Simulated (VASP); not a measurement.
# ZnS (P6_3mc) in VASP: notebook, part 2 of 3

VASP 6.6.1. The steps go on from the part before.

## 3. Single point, PBEsol (zz strain of +2 %)

INCAR

```
PREC = Accurate ; ENCUT = 520
EDIFF = 1E-7 ; ISMEAR = -1
SIGMA = 0.03 ; LREAL = F
LASPH = T ; NELM = 100
ALGO = Normal ; ISIF = 2
LWAVE = F ; LCHARG = F
GGA = PS ; NBANDS = 26
```

KPOINTS

```
Automatic mesh
0
Gamma
  8 8 5
```

POSCAR

```
ZnS
1.0
    3.8109987816      0.0000000000      0.0000000000
   -1.9054993908      3.3004217586      0.0000000000
    0.0000000000      0.0000000000      6.3586800000
Zn S
2 2
Direct
    0.3333333333      0.6666666667      0.0000000000
    0.6666666667      0.3333333333      0.5000000000
    0.3333333333      0.6666666667      0.3850000000
    0.6666666667      0.3333333333      0.8850000000
```

Potentials or basis: VASP PAW PBE potentials, release 64 (Zn, S).

Launch:

```console
$ cat potpaw_PBE.64/Zn/POTCAR potpaw_PBE.64/S/POTCAR > POTCAR
$ mpirun -np 1 vasp_std > vasp.out
```

OUTCAR:

```text
PREC = Accurate
   ENCUT = 520
   EDIFF = 1E-7
   ISMEAR = -1
   LREAL = F
   LASPH = T
   NELM = 100
   ISIF = 2
   GGA = PS

 ion  position               nearest neighbor table
   1  0.333  0.667  0.000-   4 2.32   4 2.32   4 2.32   3 2.45
   2  0.667  0.333  0.500-   3 2.32   3 2.32   3 2.32   4 2.45
   3  0.333  0.667  0.385-   2 2.32   2 2.32   2 2.32   1 2.45
   4  0.667  0.333  0.885-   1 2.32   1 2.32   1 2.32   2 2.45

  LATTYP: Found a hexagonal cell.
 ALAT       =     3.8109987816
 C/A-ratio  =     1.6685074870

  Lattice vectors:

 A1 = (   3.8109987816,   0.0000000000,   0.0000000000)
 A2 = (  -1.9054993908,   3.3004217586,   0.0000000000)
 A3 = (   0.0000000000,   0.0000000000,   6.3586800000)

Analysis of symmetry for initial positions (statically):
=====================================================================
 Subroutine PRICEL returns:
 Original cell was already a primitive cell.

 Routine SETGRP: Setting up the symmetry group for a
 hexagonal supercell.

 Subroutine GETGRP returns: Found 12 space group operations
 (whereof  6 operations were pure point group operations)
 out of a pool of 24 trial point group operations.

The static configuration has the point symmetry C_3v.
 The point group associated with its full space group is C_6v.

Analysis of symmetry for dynamics (positions and initial velocities):
=====================================================================
 Subroutine PRICEL returns:
 Original cell was already a primitive cell.

 Routine SETGRP: Setting up the symmetry group for a
 hexagonal supercell.

 Subroutine GETGRP returns: Found 12 space group operations
 (whereof  6 operations were pure point group operations)
 out of a pool of 24 trial point group operations.

The dynamic configuration has the point symmetry C_3v.
 The point group associated with its full space group is C_6v.

 Subroutine INISYM returns: Found 12 space group operations
 (whereof  6 operations are pure point group operations),
 and found     1 'primitive' translations

----------------------------------------------------------------------------------------

                                     Primitive cell

  volume of cell :      79.9789

  direct lattice vectors                    reciprocal lattice vectors
     3.810998782  0.000000000  0.000000000     0.262398405  0.151495789  0.000000000
    -1.905499391  3.300421759  0.000000000     0.000000000  0.302991579  0.000000000
     0.000000000  0.000000000  6.358680000     0.000000000  0.000000000  0.157265344

  length of vectors
     3.810998782  3.810998782  6.358680000     0.302991579  0.302991579  0.157265344

  position of ions in fractional coordinates (direct lattice)
     0.333333333  0.666666667  0.000000000
     0.666666667  0.333333333  0.500000000
     0.333333333  0.666666667  0.385000000
     0.666666667  0.333333333  0.885000000

  ion indices of the primitive-cell ions
   primitive index   ion index
                 1           1
                 2           2
                 3           3
                 4           4

----------------------------------------------------------------------------------------

 KPOINTS: Automatic mesh

Automatic generation of k-mesh.
 Grid dimensions read from file:
 generate k-points for:    8    8    5

 Generating k-lattice:

  Cartesian coordinates                     Fractional coordinates (reciprocal lattice)
     0.032799801  0.018936974  0.000000000     0.125000000  0.000000000  0.000000000
     0.000000000  0.037873947  0.000000000     0.000000000  0.125000000  0.000000000
     0.000000000  0.000000000  0.031453069     0.000000000  0.000000000  0.200000000

  Length of vectors
     0.037873947  0.037873947  0.031453069

  Shift w.r.t. Gamma in fractional coordinates (k-lattice)
     0.000000000  0.000000000  0.000000000

 Subroutine IBZKPT returns following result:
 ===========================================

 Found     30 irreducible k-points:

 Following reciprocal coordinates:
            Coordinates               Weight
  0.000000  0.000000  0.000000      1.000000
  0.125000 -0.000000  0.000000      6.000000
  0.250000 -0.000000  0.000000      6.000000
  0.375000 -0.000000  0.000000      6.000000
  0.500000 -0.000000  0.000000      3.000000
  0.125000  0.125000  0.000000      6.000000
[... 16 lines left out ...]
  0.250000 -0.000000  0.400000     12.000000
  0.375000 -0.000000  0.400000     12.000000
 [... further k-points ...]
   k-points           NKPTS =     30   k-points in BZ     NKDIM =     30   number of bands    NBANDS=     26
   number of dos      NEDOS =    301   number of ions     NIONS =      4
   total plane-waves  NPLWV =  37632
   dimension x,y,z NGX =    28 NGY =   28 NGZ =   48
   dimension x,y,z NGXF=    56 NGYF=   56 NGZF=   96
   ions per type =               2   2
   NGX,Y,Z   is equivalent  to a cutoff of  12.21, 12.21, 12.55 a.u.
   NGXF,Y,Z  is equivalent  to a cutoff of  24.43, 24.43, 25.10 a.u.
 SYSTEM =  unknown system
   PREC   = accura    normal or accurate (medium, high low for compatibility)
   ISTART =      0    job   : 0-new  1-cont  2-samecut
   ICHARG =      2    charge: 1-file 2-atom 10-const
   ISPIN  =      1    spin polarized calculation?
   LNONCOLLINEAR =      F non collinear calculations
   LSORBIT =      F    spin-orbit coupling
   LASPH  =      T    aspherical Exc in radial PAW
   ENCUT  =  520.0 eV  38.22 Ry    6.18 a.u.   7.09  7.09 11.82*2*pi/ulx,y,z
   NELM   =    100;   NELMIN=  2; NELMDL= -5     # of ELM steps
   EDIFF  = 0.1E-06   stopping-criterion for ELM
   LREAL  =      F    real-space projection
   EDIFFG = 0.1E-05   stopping-criterion for IOM
   NSW    =      0    number of steps for IOM
   IBRION =     -1    ionic relax: 0-MD 1-quasi-New 2-CG
   NFREE  =      0    steps in history (QN), initial steepest desc. (CG)
   ISIF   =      2    stress and relaxation
   ISYM   =      2    0-nonsym 1-usesym 2-fastsym
   POTIM  = 0.5000    time-step for ionic-motion
   TEBEG  =    0.0;   TEEND  =   0.0 temperature during run
   PSTRESS=    0.0 pullay stress
   NELECT =      36.0000    total number of electrons
   NUPDOWN=      -1.0000    fix difference up-down
   EMIN   =  10.00;   EMAX   =-10.00  energy-range for DOS
   EFERMI =   0.00;   METHOD = LEGACY
   ISMEAR =    -1;   SIGMA  =   0.03  broadening in eV -4-tet -1-fermi 0-gaus
   EFERMI_NEDOS =   21; number of points for ismear=-14 and -15
   IALGO  =     38    algorithm
   IMIX   =      4    mixing-type and parameters
     AMIX     =   0.40;   BMIX     =  1.00
     AMIX_MAG =   1.60;   BMIX_MAG =  1.00
  volume/ion in A,a.u.               =      19.99       134.93
  Fermi-wavevector in a.u.,A,eV,Ry     =   1.254635  2.370916 21.417039  1.574108
  Thomas-Fermi vector in A             =   2.388430
   LORBIT       =      0    0 simple, 1 ext, 2 COOP (PROOUT), +10 PAW based schemes
   GGA     = PS    functional components
   LHFCALC =     F    Hartree Fock is set to
   AEXX    =    0.0000 exact exchange contribution
   IVDW    =     0    specifies the selected vdW correction
   LEPSILON=     F    determine dielectric tensor
   LRPA    =     F    only Hartree local field effects (RPA)
 non-spin polarized calculation
  energy-cutoff  :      520.00
  volume of cell :       79.98
 maximum number of plane-waves:      2176
   NGX = 15   NGY = 15   NGZ = 23

 number of electron      36.0000008 magnetization

 Free energy of the ion-electron system (eV)
  ---------------------------------------------------
  ext. energy  EPLUGINS =         0.00000000
  ---------------------------------------------------
  free energy    TOTEN  =       -15.10671288 eV

  energy without entropy =      -15.10671288  energy(sigma->0) =      -15.10671288

 E-fermi :   2.5228     XC(G=0):  -9.7763

 val. band max:        1.8962519276   @ k =   0.0000   0.0000   0.0000
 cond. band min:       3.9033368734   @ k =   0.0000   0.0000   0.0000
 fundamental gap:      2.0070849458
 Fermi energy:         2.5228144020

 k-point     1 :       0.0000    0.0000    0.0000
  band No.  band energies     occupation
      1     -11.1917      2.00000
      2     -10.3341      2.00000
      3      -4.4535      2.00000
      4      -4.4535      2.00000
      5      -4.3959      2.00000
      6      -4.3959      2.00000
[... 18 lines left out ...]
     25       9.4454      0.00000
     26      10.7994      0.00000
[... 644 lines left out ...]
      4      -4.3917      2.00000
      5      -4.2841      2.00000
      6      -4.2444      2.00000
[... 18 lines left out ...]
     25      10.7786      0.00000
     26      11.2169      0.00000

 [... further k-points ...]
[... 5 lines left out ...]
  --------------------------------------------------------------------------------------
  -------------------------------------------------------------------------------------
  Total       -0.5075834     -0.5075834     -2.4015985      0.0000000     -0.0000000      0.0000000
  in kB      -10.1681693    -10.1681693    -48.1100449      0.0000000     -0.0000000      0.0000000
  external PRESSURE =     -22.8154612 kB  Pullay stress =       0.0000000 kB

 VOLUME and BASIS-vectors are now :
 -----------------------------------------------------------------------------
  energy-cutoff  :      520.00
  volume of cell :       79.98
      direct lattice vectors                 reciprocal lattice vectors
     3.810998782  0.000000000  0.000000000     0.262398405  0.151495789  0.000000000
    -1.905499391  3.300421759  0.000000000     0.000000000  0.302991579  0.000000000
     0.000000000  0.000000000  6.358680000     0.000000000  0.000000000  0.157265344

 POSITION                                       TOTAL-FORCE (eV/Angst)
 -----------------------------------------------------------------------------------
     -0.00000      2.20028      0.00000         0.000000     -0.000000      0.353928
      1.90550      1.10014      3.17934        -0.000000      0.000000      0.353928
     -0.00000      2.20028      2.44809         0.000000     -0.000000     -0.353928
      1.90550      1.10014      5.62743         0.000000     -0.000000     -0.353928
 -----------------------------------------------------------------------------------
    total drift:                               -0.000000     -0.000000     -0.000160

  FREE ENERGIE OF THE ION-ELECTRON SYSTEM (eV)
  ---------------------------------------------------
  free  energy   TOTEN  =       -15.1067128812 eV

  energy  without entropy=      -15.1067128812  energy(sigma->0) =      -15.10671288
```

Wall time 55 s (1 thread of AMD EPYC 9R45 (Zen 5), shared host); peak memory 0.17 GiB.

What came out:

```
Free energy            : -15.1067 eV
Pressure               : -2.3 GPa
Largest force          : 0.354 eV/Å
Band gap on the k mesh : 2.01 eV, direct
```

Forces in eV/Å, atoms in the order of the input:
```
Zn   0.000  0.000  0.354
Zn   0.000  0.000  0.354
S    0.000  0.000 -0.354
S    0.000  0.000 -0.354
```

Stress tensor (GPa, compression positive):
```
-1.02  0.00  0.00
 0.00 -1.02  0.00
 0.00  0.00 -4.81
```

Caveat: the cell differs from its parent crystal (zz strain of +2 %); the PAW data sets were made with another functional, which shifts forces and pressure a little.

## 4. Single point, PBEsol (equal xx and yy strain of -1 %)

INCAR

```
PREC = Accurate ; ENCUT = 500
EDIFF = 1E-6 ; ISMEAR = -1
SIGMA = 0.03 ; LREAL = F
LASPH = T ; NELM = 120
ALGO = Normal ; ISIF = 2
LWAVE = F ; LCHARG = F
GGA = PS ; NBANDS = 26
GGA_COMPAT = F
```

KPOINTS is that of step 3.

POSCAR

```
ZnS
1.0
    3.7728887938      0.0000000000      0.0000000000
   -1.8864443969      3.2674175410      0.0000000000
    0.0000000000      0.0000000000      6.2340000000
Zn S
2 2
Direct
    0.3333333333      0.6666666667      0.0000000000
    0.6666666667      0.3333333333      0.5000000000
    0.3333333333      0.6666666667      0.3850000000
    0.6666666667      0.3333333333      0.8850000000
```

Potentials or basis: VASP PAW PBE potentials, release 64 (Zn, S).

Launch:

```console
$ cat potpaw_PBE.64/Zn/POTCAR potpaw_PBE.64/S/POTCAR > POTCAR
$ mpirun -np 1 vasp_std > vasp.out
```

OUTCAR:

```text
PREC = Accurate
   ENCUT = 500
   EDIFF = 1E-6
   ISMEAR = -1
   LREAL = F
   LASPH = T
   NELM = 120
   ISIF = 2
   GGA = PS

 ion  position               nearest neighbor table
   1  0.333  0.667  0.000-   4 2.29   4 2.29   4 2.29   3 2.40
   2  0.667  0.333  0.500-   3 2.29   3 2.29   3 2.29   4 2.40
   3  0.333  0.667  0.385-   2 2.29   2 2.29   2 2.29   1 2.40
   4  0.667  0.333  0.885-   1 2.29   1 2.29   1 2.29   2 2.40

  LATTYP: Found a hexagonal cell.
 ALAT       =     3.7728887938
 C/A-ratio  =     1.6523148019

  Lattice vectors:

 A1 = (   3.7728887938,   0.0000000000,   0.0000000000)
 A2 = (  -1.8864443969,   3.2674175410,   0.0000000000)
 A3 = (   0.0000000000,   0.0000000000,   6.2340000000)

Analysis of symmetry for initial positions (statically):
=====================================================================
 Subroutine PRICEL returns:
 Original cell was already a primitive cell.

 Routine SETGRP: Setting up the symmetry group for a
 hexagonal supercell.

 Subroutine GETGRP returns: Found 12 space group operations
 (whereof  6 operations were pure point group operations)
 out of a pool of 24 trial point group operations.

The static configuration has the point symmetry C_3v.
 The point group associated with its full space group is C_6v.

Analysis of symmetry for dynamics (positions and initial velocities):
=====================================================================
 Subroutine PRICEL returns:
 Original cell was already a primitive cell.

 Routine SETGRP: Setting up the symmetry group for a
 hexagonal supercell.

 Subroutine GETGRP returns: Found 12 space group operations
 (whereof  6 operations were pure point group operations)
 out of a pool of 24 trial point group operations.

The dynamic configuration has the point symmetry C_3v.
 The point group associated with its full space group is C_6v.

[... 112 lines left out ...]
   PSTRESS=    0.0 pullay stress
   NELECT =      36.0000    total number of electrons
   NUPDOWN=      -1.0000    fix difference up-down
   EMIN   =  10.00;   EMAX   =-10.00  energy-range for DOS
   EFERMI =   0.00;   METHOD = LEGACY
   ISMEAR =    -1;   SIGMA  =   0.03  broadening in eV -4-tet -1-fermi 0-gaus
   EFERMI_NEDOS =   21; number of points for ismear=-14 and -15
   IALGO  =     38    algorithm
   IMIX   =      4    mixing-type and parameters
     AMIX     =   0.40;   BMIX     =  1.00
     AMIX_MAG =   1.60;   BMIX_MAG =  1.00
  volume/ion in A,a.u.               =      19.21       129.65
  Fermi-wavevector in a.u.,A,eV,Ry     =   1.271434  2.402662 21.994425  1.616545
  Thomas-Fermi vector in A             =   2.404367
   LORBIT       =      0    0 simple, 1 ext, 2 COOP (PROOUT), +10 PAW based schemes
   GGA     = PS    functional components
   LHFCALC =     F    Hartree Fock is set to
   AEXX    =    0.0000 exact exchange contribution
   IVDW    =     0    specifies the selected vdW correction
   LEPSILON=     F    determine dielectric tensor
   LRPA    =     F    only Hartree local field effects (RPA)
 non-spin polarized calculation
  energy-cutoff  :      500.00
  volume of cell :       76.85
 maximum number of plane-waves:      1967
 NGX is ok and might be reduce to    28
   NGX = 13   NGY = 13   NGZ = 23

 number of electron      35.9999975 magnetization

 Free energy of the ion-electron system (eV)
  ---------------------------------------------------
  ext. energy  EPLUGINS =         0.00000000
  ---------------------------------------------------
  free energy    TOTEN  =       -15.13515901 eV

  energy without entropy =      -15.13515901  energy(sigma->0) =      -15.13515901

 E-fermi :   2.8560     XC(G=0):  -9.9651

 val. band max:        2.2622981345   @ k =   0.0000   0.0000   0.0000
 cond. band min:       4.4605479079   @ k =   0.0000   0.0000   0.0000
 fundamental gap:      2.1982497734
 Fermi energy:         2.8560134258

 k-point     1 :       0.0000    0.0000    0.0000
  band No.  band energies     occupation
      1     -11.0969      2.00000
      2     -10.1437      2.00000
      3      -4.2372      2.00000
      4      -4.2372      2.00000
      5      -4.1737      2.00000
      6      -4.1737      2.00000
[... 685 lines left out ...]
     25      11.3317      0.00000
     26      11.6655      0.00000

 [... further k-points ...]
[... 5 lines left out ...]
  --------------------------------------------------------------------------------------
  -------------------------------------------------------------------------------------
  Total        0.8286305      0.8286305     -0.8420254      0.0000000     -0.0000000     -0.0000000
  in kB       17.2753174     17.2753174    -17.5545759      0.0000000     -0.0000000     -0.0000000
  external PRESSURE =       5.6653529 kB  Pullay stress =       0.0000000 kB

 VOLUME and BASIS-vectors are now :
 -----------------------------------------------------------------------------
  energy-cutoff  :      500.00
  volume of cell :       76.85
      direct lattice vectors                 reciprocal lattice vectors
     3.772888794  0.000000000  0.000000000     0.265048893  0.153026050  0.000000000
    -1.886444397  3.267417541  0.000000000     0.000000000  0.306052100  0.000000000
     0.000000000  0.000000000  6.234000000     0.000000000  0.000000000  0.160410651

 POSITION                                       TOTAL-FORCE (eV/Angst)
 -----------------------------------------------------------------------------------
     -0.00000      2.17828      0.00000        -0.000000     -0.000000      0.384176
      1.88644      1.08914      3.11700         0.000000      0.000000      0.384176
     -0.00000      2.17828      2.40009        -0.000000      0.000000     -0.384176
      1.88644      1.08914      5.51709         0.000000     -0.000000     -0.384176
 -----------------------------------------------------------------------------------
    total drift:                               -0.000001     -0.000001      0.000410

  FREE ENERGIE OF THE ION-ELECTRON SYSTEM (eV)
  ---------------------------------------------------
  free  energy   TOTEN  =       -15.1351590145 eV

  energy  without entropy=      -15.1351590144  energy(sigma->0) =      -15.13515901
```

OSZICAR:

```text
N       E                     dE             d eps       ncg     rms          rms(c)
DAV:   1     0.236609154472E+03    0.23661E+03   -0.16751E+04  1560   0.163E+03
DAV:   2     0.754939166767E+01   -0.22906E+03   -0.21894E+03  1596   0.340E+02
DAV:   3    -0.154010335154E+02   -0.22950E+02   -0.22731E+02  1840   0.109E+02
DAV:   4    -0.159492815584E+02   -0.54825E+00   -0.54708E+00  1836   0.171E+01
DAV:   5    -0.159577037277E+02   -0.84222E-02   -0.84196E-02  1902   0.210E+00    0.100E+01
DAV:   6    -0.151468698735E+02    0.81083E+00   -0.17875E+00  2078   0.407E+01    0.766E+00
DAV:   7    -0.151453087292E+02    0.15611E-02   -0.12459E+00  1656   0.688E+00    0.331E+00
DAV:   8    -0.151354615191E+02    0.98472E-02   -0.30638E-02  1982   0.172E+00    0.869E-01
DAV:   9    -0.151349548810E+02    0.50664E-03   -0.10227E-02  2116   0.147E+00    0.219E-01
DAV:  10    -0.151350411685E+02   -0.86288E-04   -0.52912E-04  1862   0.321E-01    0.111E-01
DAV:  11    -0.151351593397E+02   -0.11817E-03   -0.18345E-04  1632   0.912E-02    0.381E-02
DAV:  12    -0.151351590145E+02    0.32524E-06   -0.64460E-06  1992   0.543E-02
   1 F= -.15135159E+02 E0= -.15135159E+02  d E =-.266912E-10
```

stdout:

```text
POSCAR found type information on POSCAR ZnS
 POSCAR found :  2 types and       4 ions
 scaLAPACK will be used
 -----------------------------------------------------------------------------
|                                                                             |
|                                                                             |
|     You enforced a specific xc type in the INCAR file but a different       |
|     I HOPE YOU KNOW WHAT YOU ARE DOING!                                     |
|                                                                             |
 -----------------------------------------------------------------------------

 LDA part: xc-table for (Slater+PW92), standard interpolation
 POSCAR, INCAR and KPOINTS ok, starting setup
 FFT: planning ... GRIDC
 FFT: planning ... GRID_SOFT
 FFT: planning ... GRID
 WAVECAR not read
 entering main loop
```

It took 42 s on 1 thread of AMD EPYC 7R43 (Zen 3), shared host; peak memory 0.17 GiB.

What came out:

| Item | Value |
| --- | --- |
| Free energy | -15.1352 eV |
| Pressure | 0.6 GPa |
| Largest force | 0.384 eV/Å |
| Band gap on the k mesh | 2.20 eV, direct |

Forces on the atoms (eV/Å):
```
Zn   0.000  0.000  0.384
Zn   0.000  0.000  0.384
S    0.000  0.000 -0.384
S    0.000  0.000 -0.384
```

Caveat: the cell differs from its parent crystal (equal xx and yy strain of -1 %); the PAW data sets were made with another functional, which shifts forces and pressure a little.

[end of part 2 of 3]
